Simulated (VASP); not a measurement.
# Re (P6_3/mmc) in VASP: a series of runs

Re is run at these levels: PBEsol; tasks: relaxation of cell and atoms.

All numbers are computed with VASP 6.6.1; they aren't measurements. Logs are shortened: lines on timing, memory, paths and dates and some standing lists are left out, and cuts for length are marked.

**1. The cell of the first run**

It takes space group P6_3/mmc (No. 194, hexagonal). The conventional cell has a = 2.761 Å, b = 2.761 Å, c = 4.458 Å, α = 90.00°, β = 90.00°, γ = 120.00°. Within 3.6 Å of Re (site symmetry -6m2) lie 12 Re at 2.74 to 2.76 Å.

**2. Relaxation of cell and atoms, PBEsol, target pressure 5 GPa, at which the enthalpy is minimised**

Input file INCAR:

```
SYSTEM = Re
ALGO     = Normal         ! electronic algorithm
EDIFF    = 1E-6           ! SCF threshold, eV
EDIFFG   = -0.05          ! ionic threshold
ENCUT    = 600            ! plane-wave cutoff, eV
GGA      = PS             ! functional
IBRION   = 2              ! ionic algorithm
ISIF     = 3              ! what is computed and relaxed
ISMEAR   = 0              ! smearing method
LASPH    = .TRUE.         ! aspherical terms in the spheres
LCHARG   = .FALSE.        ! write CHGCAR
LREAL    = .FALSE.        ! projectors in reciprocal space
LWAVE    = .FALSE.        ! write WAVECAR
NELM     = 100            ! most SCF steps
NSW      = 80             ! ionic steps
PREC     = Accurate       ! precision mode
PSTRESS  = 50.0         
SIGMA    = 0.1            ! smearing width, eV
```

Input file KPOINTS:

```
k-points
0
G
  13 13 7
  0 0 0
```

Input file POSCAR:

```
Re
1.0
    2.7608000000      0.0000000000      0.0000000000
   -1.3804000000      2.3909230000      0.0000000000
    0.0000000000      0.0000000000      4.4582000000
Re
2
Direct
    0.3333333333      0.6666666667      0.2500000000
    0.6666666667      0.3333333333      0.7500000000
```

Potentials or basis: VASP PAW PBE potentials, release 64 (Re).

Command:

```
> cat potpaw_PBE.64/Re/POTCAR > POTCAR
> mpirun -np 1 vasp_std > vasp.out
```

OUTCAR:

```text
SYSTEM = Re
   EDIFF = 1E-6
   EDIFFG = -0.05
   ENCUT = 600
   GGA = PS
   IBRION = 2
   ISIF = 3
   ISMEAR = 0
   LASPH = .TRUE.
   LREAL = .FALSE.
   NELM = 100
   NSW = 80
   PREC = Accurate
   PSTRESS = 50.0

 ion  position               nearest neighbor table
   1  0.333  0.667  0.250-   2 2.74   2 2.74   2 2.74   2 2.74   2 2.74   2 2.74
   2  0.667  0.333  0.750-   1 2.74   1 2.74   1 2.74   1 2.74   1 2.74   1 2.74

  LATTYP: Found a hexagonal cell.
 ALAT       =     2.7608000000
 C/A-ratio  =     1.6148217908

  Lattice vectors:

 A1 = (   2.7608000000,   0.0000000000,   0.0000000000)
 A2 = (  -1.3804000000,   2.3909230000,   0.0000000000)
 A3 = (   0.0000000000,   0.0000000000,   4.4582000000)

Analysis of symmetry for initial positions (statically):
=====================================================================
 Subroutine PRICEL returns:
 Original cell was already a primitive cell.

 Routine SETGRP: Setting up the symmetry group for a
 hexagonal supercell.

 Subroutine GETGRP returns: Found 24 space group operations
 (whereof 12 operations were pure point group operations)
 out of a pool of 24 trial point group operations.

The static configuration has the point symmetry D_3d.
 The point group associated with its full space group is D_6h.

Analysis of symmetry for dynamics (positions and initial velocities):
=====================================================================
 Subroutine PRICEL returns:
 Original cell was already a primitive cell.

 Routine SETGRP: Setting up the symmetry group for a
 hexagonal supercell.

 Subroutine GETGRP returns: Found 24 space group operations
 (whereof 12 operations were pure point group operations)
 out of a pool of 24 trial point group operations.

The dynamic configuration has the point symmetry D_3d.
 The point group associated with its full space group is D_6h.

 Subroutine INISYM returns: Found 24 space group operations
 (whereof 12 operations are pure point group operations),
 and found     1 'primitive' translations

----------------------------------------------------------------------------------------

                                     Primitive cell

  volume of cell :      29.4280

  direct lattice vectors                    reciprocal lattice vectors
     2.760800000  0.000000000  0.000000000     0.362213851  0.209124259  0.000000000
    -1.380400000  2.390923000  0.000000000     0.000000000  0.418248517  0.000000000
     0.000000000  0.000000000  4.458200000     0.000000000  0.000000000  0.224305774

  length of vectors
     2.760800000  2.760800056  4.458200000     0.418248526  0.418248517  0.224305774

  position of ions in fractional coordinates (direct lattice)
     0.333333333  0.666666667  0.250000000
     0.666666667  0.333333333  0.750000000

  ion indices of the primitive-cell ions
   primitive index   ion index
                 1           1
                 2           2

----------------------------------------------------------------------------------------

 KPOINTS: k-points

Automatic generation of k-mesh.
 Grid dimensions read from file:
 generate k-points for:   13   13    7

 Generating k-lattice:

  Cartesian coordinates                     Fractional coordinates (reciprocal lattice)
     0.027862604  0.016086481  0.000000000     0.076923077  0.000000000  0.000000000
     0.000000000  0.032172963  0.000000000     0.000000000  0.076923077  0.000000000
     0.000000000  0.000000000  0.032043682     0.000000000  0.000000000  0.142857143

  Length of vectors
     0.032172964  0.032172963  0.032043682

  Shift w.r.t. Gamma in fractional coordinates (k-lattice)
     0.000000000  0.000000000  0.000000000

 Subroutine IBZKPT returns following result:
 ===========================================

 Found     84 irreducible k-points:

 Following reciprocal coordinates:
            Coordinates               Weight
  0.000000  0.000000  0.000000      1.000000
  0.076923  0.000000  0.000000      6.000000
  0.153846  0.000000  0.000000      6.000000
  0.230769  0.000000  0.000000      6.000000
  0.307692  0.000000  0.000000      6.000000
  0.384615  0.000000  0.000000      6.000000
[... 16 lines left out ...]
  0.076923  0.000000  0.142857     12.000000
  0.153846  0.000000  0.142857     12.000000
 [... further k-points ...]
   k-points           NKPTS =     84   k-points in BZ     NKDIM =     84   number of bands    NBANDS=     11
   number of dos      NEDOS =    301   number of ions     NIONS =      2
   total plane-waves  NPLWV =  20736
   dimension x,y,z NGX =    24 NGY =   24 NGZ =   36
   dimension x,y,z NGXF=    48 NGYF=   48 NGZF=   72
   ions per type =               2
   NGX,Y,Z   is equivalent  to a cutoff of  14.45, 14.45, 13.42 a.u.
   NGXF,Y,Z  is equivalent  to a cutoff of  28.90, 28.90, 26.85 a.u.
 SYSTEM =  Re
   PREC   = accura    normal or accurate (medium, high low for compatibility)
   ISTART =      0    job   : 0-new  1-cont  2-samecut
   ICHARG =      2    charge: 1-file 2-atom 10-const
   ISPIN  =      1    spin polarized calculation?
   LNONCOLLINEAR =      F non collinear calculations
   LSORBIT =      F    spin-orbit coupling
   LASPH  =      T    aspherical Exc in radial PAW
   ENCUT  =  600.0 eV  44.10 Ry    6.64 a.u.   5.51  5.51  8.90*2*pi/ulx,y,z
   NELM   =    100;   NELMIN=  2; NELMDL= -5     # of ELM steps
   EDIFF  = 0.1E-05   stopping-criterion for ELM
   LREAL  =      F    real-space projection
   EDIFFG = -.5E-01   stopping-criterion for IOM
   NSW    =     80    number of steps for IOM
   IBRION =      2    ionic relax: 0-MD 1-quasi-New 2-CG
   NFREE  =      1    steps in history (QN), initial steepest desc. (CG)
   ISIF   =      3    stress and relaxation
   ISYM   =      2    0-nonsym 1-usesym 2-fastsym
   POTIM  = 0.5000    time-step for ionic-motion
   TEBEG  =    0.0;   TEEND  =   0.0 temperature during run
   PSTRESS=   50.0 pullay stress
   NELECT =      14.0000    total number of electrons
   NUPDOWN=      -1.0000    fix difference up-down
   EMIN   =  10.00;   EMAX   =-10.00  energy-range for DOS
   EFERMI =   0.00;   METHOD = LEGACY
   ISMEAR =     0;   SIGMA  =   0.10  broadening in eV -4-tet -1-fermi 0-gaus
   EFERMI_NEDOS =   21; number of points for ismear=-14 and -15
   IALGO  =     38    algorithm
   IMIX   =      4    mixing-type and parameters
     AMIX     =   0.40;   BMIX     =  1.00
     AMIX_MAG =   1.60;   BMIX_MAG =  1.00
  volume/ion in A,a.u.               =      14.71        99.29
  Fermi-wavevector in a.u.,A,eV,Ry     =   1.278000  2.415070 22.222174  1.633284
  Thomas-Fermi vector in A             =   2.410568
   LORBIT       =      0    0 simple, 1 ext, 2 COOP (PROOUT), +10 PAW based schemes
   GGA     = PS    functional components
   LHFCALC =     F    Hartree Fock is set to
   AEXX    =    0.0000 exact exchange contribution
   IVDW    =     0    specifies the selected vdW correction
   LEPSILON=     F    determine dielectric tensor
   LRPA    =     F    only Hartree local field effects (RPA)
 conjugate gradient relaxation of ions
 non-spin polarized calculation
 Gauss-broadening in eV      SIGMA  =   0.10
  energy-cutoff  :      600.00
  volume of cell :       29.43
 maximum number of plane-waves:      1007
 NGX is ok and might be reduce to    24
   NGX = 11   NGY = 11   NGZ = 17

--------------------------------------- Ionic step        1  -------------------------------------------

 number of electron      14.0000000 magnetization

 Free energy of the ion-electron system (eV)
  ---------------------------------------------------
  ext. energy  EPLUGINS =         0.00000000
  ---------------------------------------------------
  free energy    TOTEN  =       -26.73867182 eV

  energy without entropy =      -26.73042342  energy(sigma->0) =      -26.73454762

------------------------ aborting loop because EDIFF is reached ----------------------------------------

  FORCE on cell =-STRESS in cart. coord.  units (eV):
  Direction    XX          YY          ZZ          XY          YZ          ZX
  --------------------------------------------------------------------------------------
  -------------------------------------------------------------------------------------
  Total       -0.7321221     -0.7321222     -0.8954593      0.0000000     -0.0000000      0.0000000
  in kB      -39.8597010    -39.8597032    -48.7524367      0.0000000     -0.0000000      0.0000000
  external PRESSURE =     -92.8239470 kB  Pullay stress =      50.0000000 kB
[... 99 lines left out ...]
  enthalpy is  TOTEN    =       -25.8402104237 eV   P V=        0.8983945656

--------------------------------------- Ionic step        4  -------------------------------------------

 number of electron      14.0000000 magnetization

 Free energy of the ion-electron system (eV)
  ---------------------------------------------------
  ext. energy  EPLUGINS =         0.00000000
  ---------------------------------------------------
  free energy    TOTEN  =       -26.73779663 eV

  energy without entropy =      -26.72979571  energy(sigma->0) =      -26.73379617

 E-fermi :   7.9791     XC(G=0): -13.9439

 val. band max:        7.9788107227   @ k =   0.4615   0.0000   0.1429
 cond. band min:       7.9927425191   @ k =   0.1538   0.0769   0.0000
 fundamental gap:      0.0139317964
 Fermi energy:         7.9791170964

 k-point     1 :       0.0000    0.0000    0.0000
  band No.  band energies     occupation
      1      -2.0549      2.00000
      2       1.1917      2.00000
      3       6.3565      2.00000
      4       6.3565      2.00000
      5       6.3737      2.00000
      6       7.2307      2.00000
      7       7.2307      2.00000
      8       8.1882      0.00311
      9       8.1882      0.00311
     10       8.6755      0.00000
     11      11.4864      0.00000
[... 309 lines left out ...]
 k-point    24 :       0.1538    0.0000    0.1429
  band No.  band energies     occupation
      1      -0.8791      2.00000
      2       2.0716      2.00000
      3       5.2482      2.00000
      4       5.6278      2.00000
      5       6.4197      2.00000
      6       6.9355      2.00000
      7       7.2762      2.00000
      8       7.7884      1.99301
      9       8.2401      0.00022
     10       8.4053      0.00000
     11      11.8430      0.00000

 [... further k-points ...]
[... 5 lines left out ...]
  --------------------------------------------------------------------------------------
  -------------------------------------------------------------------------------------
  Total        0.9177384      0.9177384      0.8229794      0.0000000     -0.0000000      0.0000000
  in kB       51.1252835     51.1252863     45.8464606      0.0000000     -0.0000000      0.0000000
  external PRESSURE =      -0.6343232 kB  Pullay stress =      50.0000000 kB
[... 17 lines left out ...]
  FREE ENERGIE OF THE ION-ELECTRON SYSTEM (eV)
  ---------------------------------------------------
  free  energy   TOTEN  =       -26.7377966346 eV

  energy  without entropy=      -26.7297957098  energy(sigma->0) =      -26.73379617

  enthalpy is  TOTEN    =       -25.8402579831 eV   P V=        0.8975386515

 reached required accuracy - stopping structural energy minimisation
```

Run time: 98 s. Hardware: 1 thread of Intel Xeon 8259CL, shared host; peak memory 0.19 GiB.

What came out:

- Free energy: -26.7378 eV
- Relaxed volume: 14.38 Å³/atom
- Relaxed cell: a = 2.740 Å, b = 2.740 Å, c = 4.422 Å, α = 90.00°, β = 90.00°, γ = 120.00°
- Space group after relaxing (to 0.1 Å): P6_3/mmc (No. 194)
- Energy change on relaxing (the run minimises the enthalpy): +0.4 meV/atom
- Ionic steps: 4
- Pressure after relaxing: 4.9 GPa
- Band gap on the k mesh: zero (bands 7 and 8 overlap by 2.90 eV)

Stress tensor (GPa, compression positive):
```
5.11 0.00 0.00
0.00 5.11 0.00
0.00 0.00 4.58
```

The path:
```csv
step,energy change (eV),largest force (eV/Å),pressure (GPa),volume (Å³)
1,0.0000,0.0000,-4.28,29.43
2,0.5256,0.0000,59.57,25.94
3,0.0001,0.0000,4.55,28.79
4,0.0009,0.0000,4.94,28.76
```

Final structure:
```
Re
1.0
     2.74043    0.00000    0.00000
    -1.37022    2.37329    0.00000
     0.00000    0.00000    4.42206
Re
2
Direct
  0.33333 0.66667 0.25000
  0.66667 0.33333 0.75000
```

Caveat: the cell is relaxed towards a set pressure, so the run minimises the enthalpy, not the energy; the PAW data sets were made with another functional, which shifts forces and pressure a little; spin-orbit coupling is left out, which moves the levels of the heavy elements.

**3. Relaxation of cell and atoms, PBEsol, target pressure 10 GPa, at which the enthalpy is minimised**

Input file INCAR:

```
PREC = Accurate
ENCUT = 600
EDIFF = 1E-6
ISMEAR = 0
SIGMA = 0.1
LREAL = F
LASPH = T
NELM = 100
ALGO = Normal
ISIF = 3
LWAVE = F
LCHARG = F
GGA = PS
IBRION = 2
NSW = 80
EDIFFG = -0.05
PSTRESS = 100.0
```

Input file KPOINTS:

```
regular mesh
0
Gamma
  13 13 7
```

POSCAR is that of step 2.

Potentials or basis: VASP PAW PBE potentials, release 64 (Re).

Command:

```
> cat potpaw_PBE.64/Re/POTCAR > POTCAR
> mpirun -np 1 vasp_std > vasp.out
```

OUTCAR:

```text
PREC = Accurate
   ENCUT = 600
   EDIFF = 1E-6
   ISMEAR = 0
   LREAL = F
   LASPH = T
   NELM = 100
   ISIF = 3
   GGA = PS
   IBRION = 2
   NSW = 80
   EDIFFG = -0.05
   PSTRESS = 100.0

 ion  position               nearest neighbor table
   1  0.333  0.667  0.250-   2 2.74   2 2.74   2 2.74   2 2.74   2 2.74   2 2.74
   2  0.667  0.333  0.750-   1 2.74   1 2.74   1 2.74   1 2.74   1 2.74   1 2.74

  LATTYP: Found a hexagonal cell.
 ALAT       =     2.7608000000
 C/A-ratio  =     1.6148217908

  Lattice vectors:

 A1 = (   2.7608000000,   0.0000000000,   0.0000000000)
 A2 = (  -1.3804000000,   2.3909230000,   0.0000000000)
 A3 = (   0.0000000000,   0.0000000000,   4.4582000000)

Analysis of symmetry for initial positions (statically):
=====================================================================
 Subroutine PRICEL returns:
 Original cell was already a primitive cell.

[... 221 lines left out ...]
  band No.  band energies     occupation
      1      -0.8915      2.00000
      2       2.1090      2.00000
      3       8.1188      2.00000
      4       8.1188      2.00000
      5       8.2264      2.00000
      6       9.2860      2.00000
      7       9.2860      2.00000
      8      10.4507      0.14634
      9      10.4507      0.14634
     10      11.6757      0.00000
     11      14.6786      0.00000
[... 435 lines left out ...]
--------------------------------------- Ionic step        5  -------------------------------------------

 number of electron      14.0000001 magnetization

 Free energy of the ion-electron system (eV)
  ---------------------------------------------------
  ext. energy  EPLUGINS =         0.00000000
  ---------------------------------------------------
  free energy    TOTEN  =       -26.72205130 eV

  energy without entropy =      -26.71421350  energy(sigma->0) =      -26.71813240

 E-fermi :   8.1295     XC(G=0): -14.0089

 val. band max:        8.1188320959   @ k =   0.3846   0.0769   0.4286
 cond. band min:       8.1366088848   @ k =   0.1538   0.0769   0.0000
 fundamental gap:      0.0177767889
 Fermi energy:         8.1295104967

 k-point     1 :       0.0000    0.0000    0.0000
  band No.  band energies     occupation
      1      -1.9873      2.00000
      2       1.2513      2.00000
      3       6.4728      2.00000
      4       6.4728      2.00000
      5       6.4912      2.00000
      6       7.3639      2.00000
      7       7.3639      2.00000
      8       8.3373      0.00330
      9       8.3373      0.00330
     10       8.8534      0.00000
     11      11.6913      0.00000
[... 355 lines left out ...]
  energy  without entropy=      -26.7142135049  energy(sigma->0) =      -26.71813240

  enthalpy is  TOTEN    =       -24.9480508925 eV   P V=        1.7740004094

 reached required accuracy - stopping structural energy minimisation
```

CONTCAR:

```text
Re
   1.00000000000000
     2.7296569640743438    0.0000000000000000    0.0000000000000000
    -1.3648284820371719    2.3639523385821373    0.0000000000000000
    -0.0000000000000000   -0.0000000000000000    4.4047119160466437
  Re
     2
Direct
     0.3333333332999970    0.6666666667000030    0.2500000000000000
     0.6666666667000030    0.3333333332999970    0.7500000000000000

  0.00000000E+00  0.00000000E+00  0.00000000E+00
  0.00000000E+00  0.00000000E+00  0.00000000E+00
```

Wall time 1.8 min (1 thread of Intel Xeon 8259CL, shared host); peak memory 0.19 GiB.

Results:

- Free energy: -26.7221 eV
- Relaxed volume: 14.21 Å³/atom
- Relaxed cell: a = 2.730 Å, b = 2.730 Å, c = 4.405 Å, α = 90.00°, β = 90.00°, γ = 120.00°
- Space group after relaxing (to 0.1 Å): P6_3/mmc (No. 194)
- Energy change on relaxing (the run minimises the enthalpy): +8.3 meV/atom
- Ionic steps: 5
- Pressure after relaxing: 10.0 GPa
- Band gap on the k mesh: zero (bands 7 and 8 overlap by 2.97 eV)

The path:
```csv
step,energy change (eV),largest force (eV/Å),pressure (GPa),volume (Å³)
1,0.0000,0.0000,-4.28,29.43
2,1.4489,0.0000,111.70,24.19
3,0.0119,0.0000,8.83,28.50
4,0.0154,0.0000,9.75,28.44
5,0.0166,0.0000,10.03,28.42
```

Final structure:
```
Re
1.0
     2.72966    0.00000    0.00000
    -1.36483    2.36395    0.00000
     0.00000    0.00000    4.40471
Re
2
Direct
  0.33333 0.66667 0.25000
  0.66667 0.33333 0.75000
```

Caveat: the cell is relaxed towards a set pressure, so the run minimises the enthalpy, not the energy; the PAW data sets were made with another functional, which shifts forces and pressure a little; spin-orbit coupling is left out, which moves the levels of the heavy elements.
